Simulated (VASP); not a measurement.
# ZnSe (P4/nmm) in VASP: a series of runs, part 2 of 2

VASP 6.6.1. The steps go on from the part before.

### Step 3. Single point, PBEsol (atoms shifted along a free coordinate)

Contents of INCAR:

```
SYSTEM = ZnSe
  PREC = Accurate
  ENCUT = 520
  EDIFF = 1E-6
  ISMEAR = 0
  SIGMA = 0.05
  LREAL = .False.
  LASPH = .True.
  NELM = 100
  ALGO = Normal
  ISIF = 2
  LWAVE = .False.
  LCHARG = .True.
  GGA = PS
  LELF = .True.
  LVHAR = .True.
  NBANDS = 26
```

Contents of KPOINTS:

```
regular mesh
0
Gamma
  8 8 6
  0 0 0
```

Contents of POSCAR:

```
ZnSe
1.0
    4.0878057515      0.0000000000      0.0000000000
    0.0000000000      4.0878057515      0.0000000000
    0.0000000000      0.0000000000      5.6133527882
Zn Se
2 2
Direct
    0.0000000000      0.0000000000      0.0000000000
    0.5000000000      0.5000000000      0.0000000000
    0.0000000000      0.5000000000      0.3224306008
    0.5000000000      0.0000000000      0.6775693992
```

Potentials or basis: VASP PAW PBE potentials, release 64 (Zn, Se).

Started as:

```
$ cat potpaw_PBE.64/Zn/POTCAR potpaw_PBE.64/Se/POTCAR > POTCAR
$ mpirun -np 1 vasp_std > vasp.out
```

OUTCAR:

```text
SYSTEM = ZnSe
   PREC = Accurate
   ENCUT = 520
   EDIFF = 1E-6
   ISMEAR = 0
   LREAL = .False.
   LASPH = .True.
   NELM = 100
   ISIF = 2
   GGA = PS

 ion  position               nearest neighbor table
   1  0.000  0.000  0.000-   3 2.73   4 2.73   3 2.73   4 2.73   2 2.89   2 2.89   2 2.89   2 2.89

   2  0.500  0.500  0.000-   3 2.73   4 2.73   4 2.73   3 2.73   1 2.89   1 2.89   1 2.89   1 2.89

   3  0.000  0.500  0.322-   1 2.73   2 2.73   1 2.73   2 2.73
   4  0.500  0.000  0.678-   1 2.73   2 2.73   2 2.73   1 2.73

  LATTYP: Found a simple tetragonal cell.
 ALAT       =     4.0878057515
 C/A-ratio  =     1.3731946011

  Lattice vectors:

 A1 = (   4.0878057515,   0.0000000000,   0.0000000000)
 A2 = (   0.0000000000,   4.0878057515,   0.0000000000)
 A3 = (   0.0000000000,   0.0000000000,   5.6133527882)

Analysis of symmetry for initial positions (statically):
=====================================================================
 Subroutine PRICEL returns:
 Original cell was already a primitive cell.

 Routine SETGRP: Setting up the symmetry group for a
 simple tetragonal supercell.

 Subroutine GETGRP returns: Found 16 space group operations
 (whereof  8 operations were pure point group operations)
 out of a pool of 16 trial point group operations.

The static configuration has the point symmetry D_2d.
 The point group associated with its full space group is D_4h.

Analysis of symmetry for dynamics (positions and initial velocities):
=====================================================================
 Subroutine PRICEL returns:
 Original cell was already a primitive cell.

 Routine SETGRP: Setting up the symmetry group for a
 simple tetragonal supercell.

 Subroutine GETGRP returns: Found 16 space group operations
 (whereof  8 operations were pure point group operations)
 out of a pool of 16 trial point group operations.

The dynamic configuration has the point symmetry D_2d.
 The point group associated with its full space group is D_4h.

 Subroutine INISYM returns: Found 16 space group operations
 (whereof  8 operations are pure point group operations),
 and found     1 'primitive' translations

----------------------------------------------------------------------------------------

                                     Primitive cell

  volume of cell :      93.8000

  direct lattice vectors                    reciprocal lattice vectors
     4.087805752  0.000000000  0.000000000     0.244630019  0.000000000  0.000000000
     0.000000000  4.087805752  0.000000000     0.000000000  0.244630019  0.000000000
     0.000000000  0.000000000  5.613352788     0.000000000  0.000000000  0.178146651

  length of vectors
     4.087805752  4.087805752  5.613352788     0.244630019  0.244630019  0.178146651

  position of ions in fractional coordinates (direct lattice)
     0.000000000  0.000000000  0.000000000
     0.500000000  0.500000000  0.000000000
     0.000000000  0.500000000  0.322430601
     0.500000000  0.000000000  0.677569399

  ion indices of the primitive-cell ions
   primitive index   ion index
                 1           1
                 2           2
                 3           3
                 4           4

----------------------------------------------------------------------------------------

 KPOINTS: regular mesh
[... 24 lines left out ...]
            Coordinates               Weight
  0.000000  0.000000  0.000000      1.000000
  0.125000  0.000000  0.000000      4.000000
  0.250000  0.000000  0.000000      4.000000
  0.375000  0.000000  0.000000      4.000000
  0.500000  0.000000  0.000000      2.000000
  0.125000  0.125000  0.000000      4.000000
[... 16 lines left out ...]
  0.375000  0.125000  0.166667     16.000000
  0.500000  0.125000  0.166667      8.000000
 [... further k-points ...]
   k-points           NKPTS =     60   k-points in BZ     NKDIM =     60   number of bands    NBANDS=     26
   number of dos      NEDOS =    301   number of ions     NIONS =      4
   total plane-waves  NPLWV =  37800
   dimension x,y,z NGX =    30 NGY =   30 NGZ =   42
   dimension x,y,z NGXF=    60 NGYF=   60 NGZF=   84
   ions per type =               2   2
   NGX,Y,Z   is equivalent  to a cutoff of  12.20, 12.20, 12.44 a.u.
   NGXF,Y,Z  is equivalent  to a cutoff of  24.40, 24.40, 24.88 a.u.
 SYSTEM =  ZnSe
   PREC   = accura    normal or accurate (medium, high low for compatibility)
   ISTART =      0    job   : 0-new  1-cont  2-samecut
   ICHARG =      2    charge: 1-file 2-atom 10-const
   ISPIN  =      1    spin polarized calculation?
   LNONCOLLINEAR =      F non collinear calculations
   LSORBIT =      F    spin-orbit coupling
   LASPH  =      T    aspherical Exc in radial PAW
   ENCUT  =  520.0 eV  38.22 Ry    6.18 a.u.   7.60  7.60 10.44*2*pi/ulx,y,z
   NELM   =    100;   NELMIN=  2; NELMDL= -5     # of ELM steps
   EDIFF  = 0.1E-05   stopping-criterion for ELM
   LREAL  =      F    real-space projection
   EDIFFG = 0.1E-04   stopping-criterion for IOM
   NSW    =      0    number of steps for IOM
   IBRION =     -1    ionic relax: 0-MD 1-quasi-New 2-CG
   NFREE  =      0    steps in history (QN), initial steepest desc. (CG)
   ISIF   =      2    stress and relaxation
   ISYM   =      2    0-nonsym 1-usesym 2-fastsym
   POTIM  = 0.5000    time-step for ionic-motion
   TEBEG  =    0.0;   TEEND  =   0.0 temperature during run
   PSTRESS=    0.0 pullay stress
   NELECT =      36.0000    total number of electrons
   NUPDOWN=      -1.0000    fix difference up-down
   EMIN   =  10.00;   EMAX   =-10.00  energy-range for DOS
   EFERMI =   0.00;   METHOD = LEGACY
   ISMEAR =     0;   SIGMA  =   0.05  broadening in eV -4-tet -1-fermi 0-gaus
   EFERMI_NEDOS =   21; number of points for ismear=-14 and -15
   IALGO  =     38    algorithm
   IMIX   =      4    mixing-type and parameters
     AMIX     =   0.40;   BMIX     =  1.00
     AMIX_MAG =   1.60;   BMIX_MAG =  1.00
  volume/ion in A,a.u.               =      23.45       158.25
  Fermi-wavevector in a.u.,A,eV,Ry     =   1.189711  2.248227 19.257845  1.415412
  Thomas-Fermi vector in A             =   2.325812
   LORBIT       =      0    0 simple, 1 ext, 2 COOP (PROOUT), +10 PAW based schemes
   GGA     = PS    functional components
   LHFCALC =     F    Hartree Fock is set to
   AEXX    =    0.0000 exact exchange contribution
   IVDW    =     0    specifies the selected vdW correction
   LEPSILON=     F    determine dielectric tensor
   LRPA    =     F    only Hartree local field effects (RPA)
 non-spin polarized calculation
 Gauss-broadening in eV      SIGMA  =   0.05
  energy-cutoff  :      520.00
  volume of cell :       93.80
 maximum number of plane-waves:      2550
   NGX = 15   NGY = 15   NGZ = 21

 number of electron      36.0000012 magnetization

 Free energy of the ion-electron system (eV)
  ---------------------------------------------------
  ext. energy  EPLUGINS =         0.00000000
  ---------------------------------------------------
  free energy    TOTEN  =       -11.91660216 eV

  energy without entropy =      -11.91660216  energy(sigma->0) =      -11.91660216

 E-fermi :   1.9375     XC(G=0):  -9.5947

 val. band max:        1.7162419699   @ k =   0.0000   0.0000   0.0000
 cond. band min:       2.2110034772   @ k =   0.0000   0.0000   0.0000
 fundamental gap:      0.4947615073
 Fermi energy:         1.9375372411

 k-point     1 :       0.0000    0.0000    0.0000
  band No.  band energies     occupation
      1     -11.4990      2.00000
      2     -10.2442      2.00000
      3      -5.4942      2.00000
      4      -5.4863      2.00000
      5      -5.3617      2.00000
      6      -5.2487      2.00000
[... 685 lines left out ...]
     25      10.0184      0.00000
     26      10.0184      0.00000

 [... further k-points ...]

------------------------ aborting loop because EDIFF is reached ----------------------------------------

  FORCE on cell =-STRESS in cart. coord.  units (eV):
  Direction    XX          YY          ZZ          XY          YZ          ZX
  --------------------------------------------------------------------------------------
  -------------------------------------------------------------------------------------
  Total       -3.7627589     -3.7627589     -8.4776008      0.0000000     -0.0000000      0.0000000
  in kB      -64.2708641    -64.2708641   -144.8040498      0.0000000     -0.0000000      0.0000000
  external PRESSURE =     -91.1152593 kB  Pullay stress =       0.0000000 kB

 VOLUME and BASIS-vectors are now :
 -----------------------------------------------------------------------------
  energy-cutoff  :      520.00
  volume of cell :       93.80
      direct lattice vectors                 reciprocal lattice vectors
     4.087805752  0.000000000  0.000000000     0.244630019  0.000000000  0.000000000
     0.000000000  4.087805752  0.000000000     0.000000000  0.244630019  0.000000000
     0.000000000  0.000000000  5.613352788     0.000000000  0.000000000  0.178146651

 POSITION                                       TOTAL-FORCE (eV/Angst)
 -----------------------------------------------------------------------------------
      0.00000      0.00000      0.00000         0.000000      0.000000      0.000000
      2.04390      2.04390      0.00000         0.000000     -0.000000      0.000000
      0.00000      2.04390      1.80992         0.000000      0.000000     -2.501538
      2.04390      0.00000      3.80344        -0.000000      0.000000      2.501538
 -----------------------------------------------------------------------------------
    total drift:                                0.000000      0.000000      0.000000

  FREE ENERGIE OF THE ION-ELECTRON SYSTEM (eV)
  ---------------------------------------------------
  free  energy   TOTEN  =       -11.9166021573 eV

  energy  without entropy=      -11.9166021573  energy(sigma->0) =      -11.91660216
```

OSZICAR:

```text
N       E                     dE             d eps       ncg     rms          rms(c)
DAV:   1     0.224809617954E+03    0.22481E+03   -0.16866E+04  3120   0.157E+03
DAV:   2     0.892131269281E+01   -0.21589E+03   -0.20730E+03  3188   0.329E+02
DAV:   3    -0.121770693983E+02   -0.21098E+02   -0.20856E+02  3772   0.101E+02
DAV:   4    -0.125979500070E+02   -0.42088E+00   -0.41994E+00  3552   0.141E+01
DAV:   5    -0.126004142133E+02   -0.24642E-02   -0.24639E-02  3718   0.109E+00    0.517E+00
DAV:   6    -0.119419819235E+02    0.65843E+00   -0.20924E+00  4146   0.316E+01    0.439E+00
DAV:   7    -0.119274649870E+02    0.14517E-01   -0.33621E-01  3328   0.544E+00    0.207E+00
DAV:   8    -0.119172493440E+02    0.10216E-01   -0.20856E-02  3510   0.111E+00    0.431E-01
DAV:   9    -0.119165699186E+02    0.67943E-03   -0.22353E-03  4144   0.635E-01    0.844E-02
DAV:  10    -0.119165969004E+02   -0.26982E-04   -0.34180E-04  3298   0.134E-01    0.205E-02
DAV:  11    -0.119166017243E+02   -0.48239E-05   -0.24823E-05  3484   0.314E-02    0.658E-03
DAV:  12    -0.119166021573E+02   -0.43297E-06   -0.28581E-06  2802   0.184E-02
   1 F= -.11916602E+02 E0= -.11916602E+02  d E =-.456960E-12
```

stdout:

```text
POSCAR found type information on POSCAR ZnSe
 POSCAR found :  2 types and       4 ions
 scaLAPACK will be used
 -----------------------------------------------------------------------------
|                                                                             |
|                                                                             |
|     You enforced a specific xc type in the INCAR file but a different       |
|     I HOPE YOU KNOW WHAT YOU ARE DOING!                                     |
|                                                                             |
 -----------------------------------------------------------------------------

 LDA part: xc-table for (Slater+PW92), standard interpolation
 POSCAR, INCAR and KPOINTS ok, starting setup
 FFT: planning ... GRIDC
 FFT: planning ... GRID_SOFT
 FFT: planning ... GRID
 WAVECAR not read
 entering main loop
```

Wall time 2.6 min (1 thread of AMD EPYC 7R13, shared host); peak memory 0.23 GiB.

What came out:

- Free energy: -11.9166 eV
- Pressure: -9.1 GPa
- Largest force: 2.502 eV/Å
- Band gap on the k mesh: 0.49 eV

Forces on the atoms (eV/Å):
```
Zn   0.000  0.000  0.000
Zn   0.000  0.000  0.000
Se   0.000  0.000 -2.502
Se   0.000  0.000  2.502
```

Caveat: the cell differs from its parent crystal (atoms shifted along a free coordinate); the cell stands under tension; the PAW data sets were made with another functional, which shifts forces and pressure a little. A k mesh can miss the band edges.
